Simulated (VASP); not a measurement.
A run of VASP 6.6.1 is set up as follows.

The input INCAR:

```
ALGO = Normal
EDIFF = 1E-7
ENCUT = 520
GGA = PE
ISIF = 2
ISMEAR = 0
LASPH = T
LCHARG = T
LELF = T
LREAL = F
LVHAR = T
LWAVE = F
NBANDS = 16
NELM = 60
PREC = Accurate
SIGMA = 0.05
```

File KPOINTS:

```
k-points
0
Gamma
  12 12 12
```

File POSCAR:

```
MnS
1.0
    0.0000000000      2.5431237785      2.5431237785
    2.5431237785      0.0000000000      2.5431237785
    2.5431237785      2.5431237785      0.0000000000
Mn S
1 1
Direct
    0.0000000000      0.0000000000      0.0000000000
    0.5000000000      0.5000000000      0.5000000000
```

Potentials or basis: VASP PAW PBE potentials, release 64 (Mn_pv, S).

Command:

```sh
$ cat potpaw_PBE.64/Mn_pv/POTCAR potpaw_PBE.64/S/POTCAR > POTCAR
$ mpirun -np 1 vasp_std > vasp.out
```

**Question.** Predict the pressure.

**Answer.** -21.3 GPa.

**Question.** What does it give for the band gap on the k mesh?

**Answer.** Zero (an odd number of electrons rules out a gap without spin polarisation).

Caveat: the cell stands under tension; the run has no spin polarisation, though such a crystal can be magnetic; semilocal functionals often make such compounds metallic where correlation or magnetic order opens a gap, which also shifts bond lengths. Spin polarisation is off, so any magnetic state and its effect on volume and gap are missing.
